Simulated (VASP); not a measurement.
# Ti2HC (R-3m) in VASP: further runs, part 2 of 2

VASP 6.6.1.

## (5) Single point, LDA (functional LDA, strained)

Contents of INCAR:

```
SYSTEM = Ti2HC
  PREC = Accurate
  ENCUT = 520
  EDIFF = 1E-6
  ISMEAR = 0
  SIGMA = 0.1
  LREAL = .FALSE.
  LASPH = .TRUE.
  NELM = 60
  ALGO = Normal
  ISIF = 2
  LWAVE = .FALSE.
  LCHARG = .TRUE.
  GGA = CA
  LELF = .TRUE.
  LVHAR = .TRUE.
  NBANDS = 22
```

Contents of KPOINTS:

```
Automatic mesh
0
G
  15 15 15
  0 0 0
```

Contents of POSCAR:

```
Ti2HC
1.0
    1.5080864046      0.8706940916      5.1019444440
   -1.5080864046      0.8706940916      5.1019444440
    0.0000000000     -1.7413881833      5.1019444440
Ti H C
2 1 1
Direct
    0.7531046259      0.7531046259      0.7531046259
    0.2468953741      0.2468953741      0.2468953741
    0.0000000000      0.0000000000      0.0000000000
    0.5000000000      0.5000000000      0.5000000000
```

Potentials or basis: VASP PAW LDA potentials, release 64 (Ti_sv, H, C).

The run is started by

```console
cat potpaw_LDA.64/Ti_sv/POTCAR potpaw_LDA.64/H/POTCAR potpaw_LDA.64/C/POTCAR > POTCAR
mpirun -np 1 vasp_std > vasp.out
```

OUTCAR:

```text
SYSTEM = Ti2HC
   PREC = Accurate
   ENCUT = 520
   EDIFF = 1E-6
   ISMEAR = 0
   LREAL = .FALSE.
   LASPH = .TRUE.
   NELM = 60
   ISIF = 2
   GGA = CA

 ion  position               nearest neighbor table
   1  0.753  0.753  0.753-   4 2.13   4 2.13   4 2.13
   2  0.247  0.247  0.247-   4 2.13   4 2.13   4 2.13
   3  0.000  0.000  0.000-
   4  0.500  0.500  0.500-   2 2.13   1 2.13   2 2.13   2 2.13   1 2.13   1 2.13

  LATTYP: Found a trigonal (rhomboedric) cell.
 ALAT       =     5.3909433233
 COS(alpha) =     0.8434861000

  Lattice vectors:

 A1 = (   1.5080864046,   0.8706940916,   5.1019444440)
 A2 = (  -1.5080864046,   0.8706940916,   5.1019444440)
 A3 = (   0.0000000000,  -1.7413881833,   5.1019444440)

Analysis of symmetry for initial positions (statically):
=====================================================================
 Subroutine PRICEL returns:
 Original cell was already a primitive cell.

 Routine SETGRP: Setting up the symmetry group for a
 trigonal (rhombohedral) supercell.

 Subroutine GETGRP returns: Found 12 space group operations
 (whereof 12 operations were pure point group operations)
 out of a pool of 12 trial point group operations.

The static configuration has the point symmetry D_3d.

Analysis of symmetry for dynamics (positions and initial velocities):
=====================================================================
 Subroutine PRICEL returns:
 Original cell was already a primitive cell.

 Routine SETGRP: Setting up the symmetry group for a
 trigonal (rhombohedral) supercell.

 Subroutine GETGRP returns: Found 12 space group operations
 (whereof 12 operations were pure point group operations)
 out of a pool of 12 trial point group operations.

The dynamic configuration has the point symmetry D_3d.

 Subroutine INISYM returns: Found 12 space group operations
 (whereof 12 operations are pure point group operations),
 and found     1 'primitive' translations

----------------------------------------------------------------------------------------

                                     Primitive cell

  volume of cell :      40.1956

  direct lattice vectors                    reciprocal lattice vectors
     1.508086405  0.870694092  5.101944444     0.331545990  0.191418167  0.065334567
    -1.508086405  0.870694092  5.101944444    -0.331545990  0.191418167  0.065334567
     0.000000000 -1.741388183  5.101944444     0.000000000 -0.382836333  0.065334567

  length of vectors
     5.390943323  5.390943323  5.390943323     0.388371296  0.388371296  0.388371296

  position of ions in fractional coordinates (direct lattice)
     0.753104626  0.753104626  0.753104626
     0.246895374  0.246895374  0.246895374
     0.000000000  0.000000000  0.000000000
     0.500000000  0.500000000  0.500000000

  ion indices of the primitive-cell ions
   primitive index   ion index
                 1           1
                 2           2
                 3           3
                 4           4

----------------------------------------------------------------------------------------

 KPOINTS: Automatic mesh

Automatic generation of k-mesh.
 Grid dimensions read from file:
 generate k-points for:   15   15   15

 Generating k-lattice:

  Cartesian coordinates                     Fractional coordinates (reciprocal lattice)
     0.022103066  0.012761211  0.004355638     0.066666667 -0.000000000  0.000000000
    -0.022103066  0.012761211  0.004355638    -0.000000000  0.066666667  0.000000000
     0.000000000 -0.025522422  0.004355638     0.000000000  0.000000000  0.066666667

  Length of vectors
     0.025891420  0.025891420  0.025891420

  Shift w.r.t. Gamma in fractional coordinates (k-lattice)
     0.000000000  0.000000000  0.000000000

 Subroutine IBZKPT returns following result:
 ===========================================

 Found    344 irreducible k-points:

 Following reciprocal coordinates:
            Coordinates               Weight
  0.000000  0.000000  0.000000      1.000000
  0.066667 -0.000000 -0.000000      6.000000
  0.133333 -0.000000 -0.000000      6.000000
  0.200000 -0.000000 -0.000000      6.000000
  0.266667 -0.000000 -0.000000      6.000000
  0.333333 -0.000000 -0.000000      6.000000
[... 16 lines left out ...]
  0.133333  0.133333 -0.000000      6.000000
  0.200000  0.133333 -0.000000     12.000000
 [... further k-points ...]
   k-points           NKPTS =    344   k-points in BZ     NKDIM =    344   number of bands    NBANDS=     22
   number of dos      NEDOS =    301   number of ions     NIONS =      4
   total plane-waves  NPLWV =  64000
   dimension x,y,z NGX =    40 NGY =   40 NGZ =   40
   dimension x,y,z NGXF=    80 NGYF=   80 NGZF=   80
   ions per type =               2   1   1
   NGX,Y,Z   is equivalent  to a cutoff of  12.34, 12.34, 12.34 a.u.
   NGXF,Y,Z  is equivalent  to a cutoff of  24.67, 24.67, 24.67 a.u.
 SYSTEM =  Ti2HC
   PREC   = accura    normal or accurate (medium, high low for compatibility)
   ISTART =      0    job   : 0-new  1-cont  2-samecut
   ICHARG =      2    charge: 1-file 2-atom 10-const
   ISPIN  =      1    spin polarized calculation?
   LNONCOLLINEAR =      F non collinear calculations
   LSORBIT =      F    spin-orbit coupling
   LASPH  =      T    aspherical Exc in radial PAW
   ENCUT  =  520.0 eV  38.22 Ry    6.18 a.u.  10.02 10.02 10.02*2*pi/ulx,y,z
   NELM   =     60;   NELMIN=  2; NELMDL= -5     # of ELM steps
   EDIFF  = 0.1E-05   stopping-criterion for ELM
   LREAL  =      F    real-space projection
   EDIFFG = 0.1E-04   stopping-criterion for IOM
   NSW    =      0    number of steps for IOM
   IBRION =     -1    ionic relax: 0-MD 1-quasi-New 2-CG
   NFREE  =      0    steps in history (QN), initial steepest desc. (CG)
   ISIF   =      2    stress and relaxation
   ISYM   =      2    0-nonsym 1-usesym 2-fastsym
   POTIM  = 0.5000    time-step for ionic-motion
   TEBEG  =    0.0;   TEEND  =   0.0 temperature during run
   PSTRESS=    0.0 pullay stress
   NELECT =      29.0000    total number of electrons
   NUPDOWN=      -1.0000    fix difference up-down
   EMIN   =  10.00;   EMAX   =-10.00  energy-range for DOS
   EFERMI =   0.00;   METHOD = LEGACY
   ISMEAR =     0;   SIGMA  =   0.10  broadening in eV -4-tet -1-fermi 0-gaus
   EFERMI_NEDOS =   21; number of points for ismear=-14 and -15
   IALGO  =     38    algorithm
   IMIX   =      4    mixing-type and parameters
     AMIX     =   0.40;   BMIX     =  1.00
     AMIX_MAG =   1.60;   BMIX_MAG =  1.00
  volume/ion in A,a.u.               =      10.05        67.81
  Fermi-wavevector in a.u.,A,eV,Ry     =   1.468299  2.774683 29.332835  2.155903
  Thomas-Fermi vector in A             =   2.583814
   LORBIT       =      0    0 simple, 1 ext, 2 COOP (PROOUT), +10 PAW based schemes
   GGA     = CA    functional components
   LHFCALC =     F    Hartree Fock is set to
   AEXX    =    0.0000 exact exchange contribution
   IVDW    =     0    specifies the selected vdW correction
   LEPSILON=     F    determine dielectric tensor
   LRPA    =     F    only Hartree local field effects (RPA)
 non-spin polarized calculation
 Gauss-broadening in eV      SIGMA  =   0.10
  energy-cutoff  :      520.00
  volume of cell :       40.20
 maximum number of plane-waves:      1105
   NGX = 19   NGY = 19   NGZ = 19

 number of electron      29.0000001 magnetization

 Free energy of the ion-electron system (eV)
  ---------------------------------------------------
  ext. energy  EPLUGINS =         0.00000000
  ---------------------------------------------------
  free energy    TOTEN  =       -33.63029530 eV

  energy without entropy =      -33.61201898  energy(sigma->0) =      -33.62115714

 E-fermi :   8.5258     XC(G=0): -12.3531

 val. band max:        8.5250483040   @ k =  -0.2667   0.2667   0.0000
 cond. band min:       8.5278718045   @ k =  -0.3333   0.2000  -0.0000
 fundamental gap:      0.0028235005
 Fermi energy:         8.5257949323

 k-point     1 :       0.0000    0.0000    0.0000
  band No.  band energies     occupation
      1     -47.4626      2.00000
      2     -47.3904      2.00000
      3     -24.3572      2.00000
      4     -23.9007      2.00000
      5     -23.9007      2.00000
      6     -23.8760      2.00000
[... 14 lines left out ...]
     21      12.1523      0.00000
     22      14.2400      0.00000
[... 552 lines left out ...]
  band No.  band energies     occupation
      1     -47.4397      2.00000
      2     -47.3802      2.00000
      3     -24.2987      2.00000
      4     -24.0096      2.00000
      5     -23.9876      2.00000
      6     -23.9327      2.00000
[... 14 lines left out ...]
     21      12.5440      0.00000
     22      13.8870      0.00000

 [... further k-points ...]
[... 5 lines left out ...]
  --------------------------------------------------------------------------------------
  -------------------------------------------------------------------------------------
  Total       -1.6910356     -1.6910356     -6.4224930      0.0000000      0.0000000      0.0000000
  in kB      -67.4038225    -67.4038225   -255.9973225      0.0000000      0.0000000      0.0000000
  external PRESSURE =    -130.2683225 kB  Pullay stress =       0.0000000 kB

 VOLUME and BASIS-vectors are now :
 -----------------------------------------------------------------------------
  energy-cutoff  :      520.00
  volume of cell :       40.20
      direct lattice vectors                 reciprocal lattice vectors
     1.508086405  0.870694092  5.101944444     0.331545990  0.191418167  0.065334567
    -1.508086405  0.870694092  5.101944444    -0.331545990  0.191418167  0.065334567
     0.000000000 -1.741388183  5.101944444     0.000000000 -0.382836333  0.065334567

 POSITION                                       TOTAL-FORCE (eV/Angst)
 -----------------------------------------------------------------------------------
      0.00000     -0.00000     11.52689         0.000000     -0.000000      1.418926
      0.00000     -0.00000      3.77894         0.000000      0.000000     -1.418926
      0.00000      0.00000      0.00000         0.000000     -0.000000     -0.000000
      0.00000     -0.00000      7.65292        -0.000000     -0.000000      0.000000
 -----------------------------------------------------------------------------------
    total drift:                                0.000000     -0.000000      0.000000

  FREE ENERGIE OF THE ION-ELECTRON SYSTEM (eV)
  ---------------------------------------------------
  free  energy   TOTEN  =       -33.6302953035 eV

  energy  without entropy=      -33.6120189848  energy(sigma->0) =      -33.62115714
```

It used 1500 s of CPU time on 1 thread of AMD EPYC 7R13 Processor (Zen 3), with other jobs on the host.

What came out:

```
Free energy   : -33.6303 eV
Pressure      : -13.0 GPa
Largest force : 1.419 eV/Å
```

Forces in eV/Å, atoms in the order of the input:
```
Ti   0.000  0.000  1.419
Ti   0.000  0.000 -1.419
H    0.000  0.000  0.000
C    0.000  0.000  0.000
```

Caveat: the cell differs from its parent crystal (functional LDA, strained); forces of over 1 eV/Å act on the atoms, so gaps and moduli don't describe the material at rest.

## (6) The runs side by side

| level | potentials or basis | cell | gap on the mesh (eV) | pressure (GPa) | largest force (eV/Å) |
| --- | --- | --- | --- | --- | --- |
| PBEsol | VASP PAW PBE potentials, release 64 (Ti_sv, H, C) | a = 5.137 Å, angles 33.3°, 4 atoms | none | 6.3 | 2.82 |
| PBEsol | VASP PAW PBE potentials, release 64 (Ti_sv, H, C) | a = 5.049 Å, angles 35.7°, 4 atoms | none | 25.6 | 6.24 |
| PBEsol | VASP PAW PBE potentials, release 64 (Ti_sv, H, C) | a = 5.189 Å, angles 34.7°, 4 atoms | none | 18.0 | 5.36 |
| LDA | VASP PAW LDA potentials, release 64 (Ti_sv, H, C) | a = 5.391 Å, angles 32.5°, 4 atoms | none | -13.0 | 1.42 |

Alike in all rows: task single point; no spin polarisation; k mesh 15 × 15 × 15; cutoff (eV) 520; smearing gaussian 0.1 eV.

Caveats: the PAW data sets were made with another functional, which shifts forces and pressure a little (some runs); forces of over 1 eV/Å act on the atoms, so gaps and moduli don't describe the material at rest (some runs).

Total energies depend on the potentials used, so only differences within one code and one set of settings carry meaning.
